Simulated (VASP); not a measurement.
Write the native input for VASP 6.6.1 that does the following.

```yaml
Task: single point
Functional: PBEsol
Potentials_or_basis: VASP PAW PBE potentials, release 64 (C)
Cutoff: 600 eV
k_mesh: 5 × 5 × 3
Occupations: methfessel-paxton, width 0.2 eV
Spin: no spin polarisation
Dipole_correction: no
Further_INCAR_settings: ALGO = Normal; EDIFF = 1e-06; NBANDS = 11
```

The structure of C lies in POSCAR:

```
C
1.0
    2.1273203100     -1.2282824400      0.0000000000
    2.1273203100      1.2282824400      0.0000000000
   -1.3790696300      0.0000000000      3.5028300800
C
2
Direct
    0.8333555296      0.8333555296      0.0000930391
    0.1666444704      0.1666444704      0.9999069609
```

One way to write it, as run:

INCAR

```
PREC     = Accurate       # precision mode
ENCUT    = 600            # plane-wave cutoff, eV
EDIFF    = 1E-6           # SCF threshold, eV
ISMEAR   = 1              # smearing method
SIGMA    = 0.2            # smearing width, eV
LREAL    = False          # projectors in reciprocal space
LASPH    = True           # aspherical terms in the spheres
NELM     = 120            # most SCF steps
ALGO     = Normal         # electronic algorithm
ISIF     = 2              # what is computed and relaxed
LWAVE    = False          # write WAVECAR
LCHARG   = False          # write CHGCAR
GGA      = PS             # functional
NBANDS   = 11             # bands
GGA_COMPAT= False
```

KPOINTS

```
Automatic mesh
0
Gamma
  5 5 3
```

Potentials or basis: VASP PAW PBE potentials, release 64 (C).

Run with:

```sh
$ cat potpaw_PBE.64/C/POTCAR > POTCAR
$ mpirun -np 1 vasp_std > vasp.out
```

Results of the run:

* Pressure: 1.3 GPa
* Largest force: 0.027 eV/Å
* Band gap on the k mesh: 2.50 eV, indirect (least direct gap 2.70 eV)

Caveat: the k points lie up to 0.60 Å⁻¹ apart; the PAW data sets were made with another functional, which shifts forces and pressure a little; this functional lacks dispersion, which binds the layers, so the pressure and a relaxed spacing across them are unreliable.

It used 4.9 s of CPU time on 1 thread of AMD EPYC 7R13 Processor (Zen 3) (shared host).
